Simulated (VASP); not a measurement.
# CdS (P3m1) in VASP: settings compared

CdS is run at these levels: HF, HSE06; tasks: relaxation of cell and atoms, single point.

Everything below comes from runs of VASP 6.6.1. Logs are shortened: lines on timing, memory, paths and dates and some standing lists are left out, and cuts for length are marked.

## (1) The cell of the first run

The structure is trigonal, space group P3m1 (No. 156). The conventional cell has a = 4.261 Å, b = 4.261 Å, c = 5.804 Å, α = 90.00°, β = 90.00°, γ = 120.00°. Cd (site symmetry 3m) has 3 S at 2.46 Å within 3.2 Å. S (site symmetry 3m) has 3 Cd at 2.46 Å within 3.2 Å.

## (2) Relaxation of cell and atoms, HF

Input file POSCAR:

```
CdS
1.0
    4.2611695877      0.0000000000      0.0000000000
   -2.1305847939      3.6902811128      0.0000000000
    0.0000000000      0.0000000000      5.8041729400
Cd S
1 1
Direct
    0.0000000000      0.0000000000      0.4426919200
    0.6666666667      0.3333333333      0.4343080800
```

Input file INCAR.step1:

```
PREC     = Accurate       # precision mode
ENCUT    = 600            # plane-wave cutoff, eV
EDIFF    = 1E-5           # SCF threshold, eV
ISMEAR   = -1             # smearing method
SIGMA    = 0.05           # smearing width, eV
LREAL    = False          # projectors in reciprocal space
LASPH    = True           # aspherical terms in the spheres
NELM     = 80             # most SCF steps
ALGO     = Normal         # electronic algorithm
LWAVE    = True           # write WAVECAR
LCHARG   = False          # write CHGCAR
GGA      = PE             # functional
NBANDS   = 16             # bands
```

Input file INCAR.step2:

```
PREC     = Accurate       # precision mode
ENCUT    = 600            # plane-wave cutoff, eV
EDIFF    = 1E-6           # SCF threshold, eV
ISMEAR   = -1             # smearing method
SIGMA    = 0.05           # smearing width, eV
LREAL    = False          # projectors in reciprocal space
LASPH    = True           # aspherical terms in the spheres
NELM     = 80             # most SCF steps
ALGO     = Normal         # electronic algorithm
ISIF     = 3              # what is computed and relaxed
LWAVE    = False          # write WAVECAR
LCHARG   = False          # write CHGCAR
GGA      = PE             # functional
LHFCALC  = True           # exact exchange
AEXX     = 1.0            # exact-exchange fraction
ALDAC    = 0.0          
AGGAC    = 0.0          
PRECFOCK = Normal       
IBRION   = 2              # ionic algorithm
NSW      = 60             # ionic steps
EDIFFG   = -0.01          # ionic threshold
ISTART   = 1
```

Input file KPOINTS:

```
Automatic mesh
0
Gamma
  4 4 3
```

Potentials or basis: VASP PAW PBE potentials, release 64 (Cd, S).

On the command line:

```
$ cat potpaw_PBE.64/Cd/POTCAR potpaw_PBE.64/S/POTCAR > POTCAR
$ cp INCAR.step1 INCAR
$ mpirun -np 1 vasp_std > vasp.out
$ cp INCAR.step2 INCAR
$ mpirun -np 1 vasp_std > vasp.out
```

OUTCAR:

```text
PREC = Accurate
   ENCUT = 600
   EDIFF = 1E-6
   ISMEAR = -1
   LREAL = False
   LASPH = True
   NELM = 80
   ISIF = 3
   GGA = PE
   LHFCALC = True
   AEXX = 1.0
   PRECFOCK = Normal
   IBRION = 2
   NSW = 60
   EDIFFG = -0.01
   ISTART = 1

 ion  position               nearest neighbor table
   1  0.000  0.000  0.443-   2 2.46   2 2.46   2 2.46
   2  0.667  0.333  0.434-   1 2.46   1 2.46   1 2.46

  LATTYP: Found a hexagonal cell.
 ALAT       =     4.2611695877
 C/A-ratio  =     1.3621079426

  Lattice vectors:

 A1 = (   4.2611695877,   0.0000000000,   0.0000000000)
 A2 = (  -2.1305847939,   3.6902811128,   0.0000000000)
 A3 = (   0.0000000000,   0.0000000000,   5.8041729400)

Analysis of symmetry for initial positions (statically):
=====================================================================
 Subroutine PRICEL returns:
 Original cell was already a primitive cell.

 Routine SETGRP: Setting up the symmetry group for a
 hexagonal supercell.

 Subroutine GETGRP returns: Found  6 space group operations
 (whereof  6 operations were pure point group operations)
 out of a pool of 24 trial point group operations.

The static configuration has the point symmetry C_3v.

Analysis of symmetry for dynamics (positions and initial velocities):
=====================================================================
 Subroutine PRICEL returns:
 Original cell was already a primitive cell.

 Routine SETGRP: Setting up the symmetry group for a
 hexagonal supercell.

 Subroutine GETGRP returns: Found  6 space group operations
 (whereof  6 operations were pure point group operations)
 out of a pool of 24 trial point group operations.

The dynamic configuration has the point symmetry C_3v.

 Subroutine INISYM returns: Found  6 space group operations
 (whereof  6 operations are pure point group operations),
 and found     1 'primitive' translations

----------------------------------------------------------------------------------------

                                     Primitive cell

  volume of cell :      91.2701

  direct lattice vectors                    reciprocal lattice vectors
     4.261169588  0.000000000  0.000000000     0.234677353  0.135491033  0.000000000
    -2.130584794  3.690281113  0.000000000     0.000000000  0.270982066  0.000000000
     0.000000000  0.000000000  5.804172940     0.000000000  0.000000000  0.172289835

  length of vectors
     4.261169588  4.261169588  5.804172940     0.270982066  0.270982066  0.172289835

  position of ions in fractional coordinates (direct lattice)
     0.000000000  0.000000000  0.442691920
     0.666666667  0.333333333  0.434308080

  ion indices of the primitive-cell ions
   primitive index   ion index
                 1           1
                 2           2

----------------------------------------------------------------------------------------

 KPOINTS: Automatic mesh

Automatic generation of k-mesh.
 Grid dimensions read from file:
 generate k-points for:    4    4    3

 Generating k-lattice:

  Cartesian coordinates                     Fractional coordinates (reciprocal lattice)
     0.058669338  0.033872758  0.000000000     0.250000000 -0.000000000  0.000000000
     0.000000000  0.067745516  0.000000000     0.000000000  0.250000000  0.000000000
     0.000000000  0.000000000  0.057429945     0.000000000  0.000000000  0.333333333

  Length of vectors
     0.067745516  0.067745516  0.057429945

  Shift w.r.t. Gamma in fractional coordinates (k-lattice)
     0.000000000  0.000000000  0.000000000

 Subroutine IBZKPT returns following result:
 ===========================================

 Found      9 irreducible k-points:

 Following reciprocal coordinates:
            Coordinates               Weight
  0.000000  0.000000  0.000000      1.000000
  0.250000 -0.000000  0.000000      6.000000
  0.500000 -0.000000  0.000000      3.000000
  0.250000  0.250000  0.000000      6.000000
  0.000000  0.000000  0.333333      2.000000
  0.250000 -0.000000  0.333333      6.000000
  0.000000  0.250000  0.333333      6.000000
  0.500000 -0.000000  0.333333      6.000000
  0.250000  0.250000  0.333333     12.000000
   k-points           NKPTS =      9   k-points in BZ     NKDIM =     48   number of bands    NBANDS=     13
   number of dos      NEDOS =    301   number of ions     NIONS =      2
   total plane-waves  NPLWV =  62208
   dimension x,y,z NGX =    36 NGY =   36 NGZ =   48
   dimension x,y,z NGXF=    72 NGYF=   72 NGZF=   96
   ions per type =               1   1
   NGX,Y,Z   is equivalent  to a cutoff of  14.05, 14.05, 13.75 a.u.
   NGXF,Y,Z  is equivalent  to a cutoff of  28.09, 28.09, 27.50 a.u.
 SYSTEM =  unknown system
   PREC   = accura    normal or accurate (medium, high low for compatibility)
   ISTART =      1    job   : 0-new  1-cont  2-samecut
   ICHARG =      0    charge: 1-file 2-atom 10-const
   ISPIN  =      1    spin polarized calculation?
   LNONCOLLINEAR =      F non collinear calculations
   LSORBIT =      F    spin-orbit coupling
   LASPH  =      T    aspherical Exc in radial PAW
   ENCUT  =  600.0 eV  44.10 Ry    6.64 a.u.   8.51  8.51 11.59*2*pi/ulx,y,z
   NELM   =     80;   NELMIN=  2; NELMDL=  0     # of ELM steps
   EDIFF  = 0.1E-05   stopping-criterion for ELM
   LREAL  =      F    real-space projection
   EDIFFG = -.1E-01   stopping-criterion for IOM
   NSW    =     60    number of steps for IOM
   IBRION =      2    ionic relax: 0-MD 1-quasi-New 2-CG
   NFREE  =      1    steps in history (QN), initial steepest desc. (CG)
   ISIF   =      3    stress and relaxation
   ISYM   =      3    0-nonsym 1-usesym 2-fastsym
   POTIM  = 0.5000    time-step for ionic-motion
   TEBEG  =    0.0;   TEEND  =   0.0 temperature during run
   PSTRESS=    0.0 pullay stress
   NELECT =      18.0000    total number of electrons
   NUPDOWN=      -1.0000    fix difference up-down
   EMIN   =  10.00;   EMAX   =-10.00  energy-range for DOS
   EFERMI =   0.00;   METHOD = LEGACY
   ISMEAR =    -1;   SIGMA  =   0.05  broadening in eV -4-tet -1-fermi 0-gaus
   EFERMI_NEDOS =   21; number of points for ismear=-14 and -15
   IALGO  =     38    algorithm
   IMIX   =      1    mixing-type and parameters
     AMIX     =   0.40;   BMIX     =  1.00
     AMIX_MAG =   1.60;   BMIX_MAG =  1.00
  volume/ion in A,a.u.               =      45.64       307.96
  Fermi-wavevector in a.u.,A,eV,Ry     =   0.952919  1.800756 12.354841  0.908055
  Thomas-Fermi vector in A             =   2.081527
   LORBIT       =      0    0 simple, 1 ext, 2 COOP (PROOUT), +10 PAW based schemes
   GGA     = PE    functional components
   LHFCALC =     T    Hartree Fock is set to
   PRECFOCK=normal    Normal, Fast or Accurate (Low or Medium for compatibility)
   ENCUT4O =  -1.0   cutoff for four orbital integrals eV
   NKREDX  =     1    reduce k-point grid by
   NKREDY  =     1    reduce k-point grid by
   NKREDZ  =     1    reduce k-point grid by
   AEXX    =    1.0000 exact exchange contribution
   HFSCREEN=    0.0000 screening length (either q_TF or 0.3 A-1)
   HFSCREENC=   0.0000 screening length for correlation (either q_TF or 0.3 A-1)
   ENCUTFOCK=  -1.0 apply spherical cutoff to Coloumb kernel
   IVDW    =     0    specifies the selected vdW correction
   LEPSILON=     F    determine dielectric tensor
   LRPA    =     F    only Hartree local field effects (RPA)
 conjugate gradient relaxation of ions
 non-spin polarized calculation
  energy-cutoff  :      600.00
  volume of cell :       91.27
 maximum number of plane-waves:      3101
 NGX is ok and might be reduce to    36
  NGX = 28; NGY = 28; NGZ = 36

--------------------------------------- Ionic step        1  -------------------------------------------

 number of electron      17.9999999 magnetization

 Free energy of the ion-electron system (eV)
  ---------------------------------------------------
  ext. energy  EPLUGINS =         0.00000000
  ---------------------------------------------------
  free energy    TOTEN  =       -12.45738390 eV

  energy without entropy =      -12.45738390  energy(sigma->0) =      -12.45738390

------------------------ aborting loop because EDIFF is reached ----------------------------------------

  FORCE on cell =-STRESS in cart. coord.  units (eV):
  Direction    XX          YY          ZZ          XY          YZ          ZX
  --------------------------------------------------------------------------------------
  -------------------------------------------------------------------------------------
  Total        1.1174691      1.1174691     -0.0458323     -0.0000000      0.0000000      0.0000000
  in kB       19.6163174     19.6163174     -0.8045518     -0.0000000      0.0000000      0.0000000
  external PRESSURE =      12.8093610 kB  Pullay stress =       0.0000000 kB
[... 89 lines left out ...]
  FREE ENERGIE OF THE ION-ELECTRON SYSTEM (eV)
  ---------------------------------------------------
  free  energy   TOTEN  =       -12.4719951839 eV

  energy  without entropy=      -12.4719951839  energy(sigma->0) =      -12.47199518

[... ionic steps 4 to 7 ...]

--------------------------------------- Ionic step        8  -------------------------------------------

 number of electron      17.9999999 magnetization

------------------------ aborting loop because EDIFF is reached ----------------------------------------

  FORCE on cell =-STRESS in cart. coord.  units (eV):
  Direction    XX          YY          ZZ          XY          YZ          ZX
  --------------------------------------------------------------------------------------
  -------------------------------------------------------------------------------------
  Total        0.0033209      0.0033209     -0.0383670     -0.0000000     -0.0000000      0.0000000
  in kB        0.0577143      0.0577143     -0.6667938     -0.0000000     -0.0000000      0.0000000
  external PRESSURE =      -0.1837884 kB  Pullay stress =       0.0000000 kB
[... 57 lines left out ...]
  energy  without entropy=      -12.4729969382  energy(sigma->0) =      -12.47299694

--------------------------------------- Ionic step       10  -------------------------------------------

 number of electron      18.0000001 magnetization

 Free energy of the ion-electron system (eV)
  ---------------------------------------------------
  ext. energy  EPLUGINS =         0.00000000
  ---------------------------------------------------
  free energy    TOTEN  =       -12.47319481 eV

  energy without entropy =      -12.47319481  energy(sigma->0) =      -12.47319481

 E-fermi :  -4.0372     XC(G=0):   0.0000

 val. band max:       -5.1777055314   @ k =   0.0000   0.0000   0.3333
 cond. band min:       3.1504863485   @ k =   0.0000   0.0000   0.0000
 fundamental gap:      8.3281918799
 Fermi energy:        -4.0372209319

 k-point     1 :       0.0000    0.0000    0.0000
  band No.  band energies     occupation
      1     -21.1398      2.00000
      2     -17.1237      2.00000
      3     -17.1237      2.00000
      4     -16.7832      2.00000
      5     -16.7832      2.00000
      6     -16.4435      2.00000
      7      -6.6471      2.00000
      8      -5.1849      2.00000
      9      -5.1849      2.00000
     10       3.1505      0.00000
     11       6.8135      0.00000
     12       9.4724      0.00000
     13       9.4724      0.00000
[... 155 lines left out ...]
  FREE ENERGIE OF THE ION-ELECTRON SYSTEM (eV)
  ---------------------------------------------------
  free  energy   TOTEN  =       -12.4731948075 eV

  energy  without entropy=      -12.4731948074  energy(sigma->0) =      -12.47319481

 reached required accuracy - stopping structural energy minimisation
```

Run time: 60 min. Hardware: 1 thread of Intel Xeon Platinum 8559C (Emerald Rapids), shared host; peak memory 0.25 GiB.

Results:

* Free energy: -12.4732 eV
* Relaxed cell: a = 4.318 Å, b = 4.318 Å, c = 5.662 Å, α = 90.00°, β = 90.00°, γ = 120.00°
* Space group after relaxing (to 0.1 Å): P-6m2 (No. 187)
* Energy gained by relaxing: 7.9 meV/atom
* Ionic steps: 10
* Pressure after relaxing: 0.0 GPa
* Largest force after relaxing: 0.006 eV/Å
* Band gap on the k mesh: 8.33 eV (least direct gap 8.34 eV)

Forces in eV/Å, atoms in the order of the input:
```
Cd   0.000  0.000  0.006
S    0.000  0.000 -0.006
```

Step by step:
```tsv
step	energy change (eV)	largest force (eV/Å)	pressure (GPa)	volume (Å³)
1	0.0000	0.0114	1.28	91.27
2	-0.0007	0.0332	-1.17	96.15
3	-0.0146	0.0235	-0.05	93.69
4	-0.0146	0.0232	-0.02	93.64
5	-0.0147	0.0258	0.00	93.58
6	-0.0149	0.0242	0.01	93.38
7	-0.0152	0.0122	-0.01	92.98
8	-0.0157	0.0009	-0.02	92.19
9	-0.0156	0.0219	-0.04	90.60
10	-0.0158	0.0057	-0.01	91.43
```

Final structure:
```xyz
2
Lattice="4.3183 0.0000 0.0000 -2.1592 3.7398 0.0000 0.0000 0.0000 5.6615" Properties=species:S:1:pos:R:3 pbc="T T T"
Cd    0.0000    0.0000    2.4731
S     2.1592    1.2466    2.4920
```

Caveat: the k points lie up to 0.42 Å⁻¹ apart in the final cell; the PAW data sets were made with another functional, which shifts forces and pressure a little.

(Continued in part 2 of 2.)
